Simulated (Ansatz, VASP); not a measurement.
BN: VASP beside Ansatz

File INCAR:

```
SYSTEM = BN
  PREC = Accurate
  ENCUT = 520
  EDIFF = 1E-6
  ISMEAR = 0
  SIGMA = 0.05
  LREAL = .FALSE.
  LASPH = .TRUE.
  NELM = 60
  ALGO = Normal
  ISIF = 2
  LWAVE = .FALSE.
  LCHARG = .FALSE.
  GGA = PE
  NBANDS = 16
```

The input KPOINTS:

```
regular mesh
0
G
  12 12 4
  0 0 0
```

POSCAR

```
BN
1.0
    2.5121751215      0.0000000000      0.0000000000
   -1.2560875608      2.1756074740      0.0000000000
    0.0000000000      0.0000000000      8.3436910039
B N
2 2
Direct
    0.3333333333      0.6666666667      0.2500000000
    0.6666666667      0.3333333333      0.7500000000
    0.3333333333      0.6666666667      0.7500000000
    0.6666666667      0.3333333333      0.2500000000
```

Input for Ansatz:

```yaml
crystal:
  lattice:
    - [2.5121751215, 0.0, 0.0]
    - [-1.2560875608, 2.175607474, 0.0]
    - [0.0, 0.0, 8.3436910039]
  atoms:
    - { symbol: B, position: [0.3333333333, 0.6666666667, 0.25] }
    - { symbol: B, position: [0.6666666667, 0.3333333333, 0.75] }
    - { symbol: "N", position: [0.3333333333, 0.6666666667, 0.75] }
    - { symbol: "N", position: [0.6666666667, 0.3333333333, 0.25] }
basis:
  ecutwfc: 420
kpoints:
  mp_grid: { grid: [12, 12, 4] }
hamiltonian:
  xc: pbe
scf:
  occupations: { method: gaussian, width: 0.05 }
output:
  forces: true
  stress: true
  eigenvalues: true
```

Alike in both runs: task single point; functional PBE; k mesh 12 × 12 × 4; occupations gaussian, width 0.05 eV; no spin polarisation.

```csv
,VASP,Ansatz
version,VASP 6.6.1,Ansatz 0.2.0
potentials or method,"VASP PAW PBE potentials, release 64 (B, N), cutoff 520 eV","scalar-relativistic, plane waves, PAW"
valence electrons in the cell,16,16
```

Ansatz gave:

- gap on the k mesh at the Fermi level (eV): 4.40
- least direct gap on the mesh (eV): 4.66
- pressure (GPa): 0.0
- traceless stress, the component that is largest in VASP (GPa): 0.04

Problem. What did VASP give for the same quantities?

Solution. gap on the k mesh at the Fermi level (eV): 4.40; least direct gap on the mesh (eV): 4.66; pressure (GPa): 0.1; traceless stress, the component that is largest in VASP (GPa): -0.13.
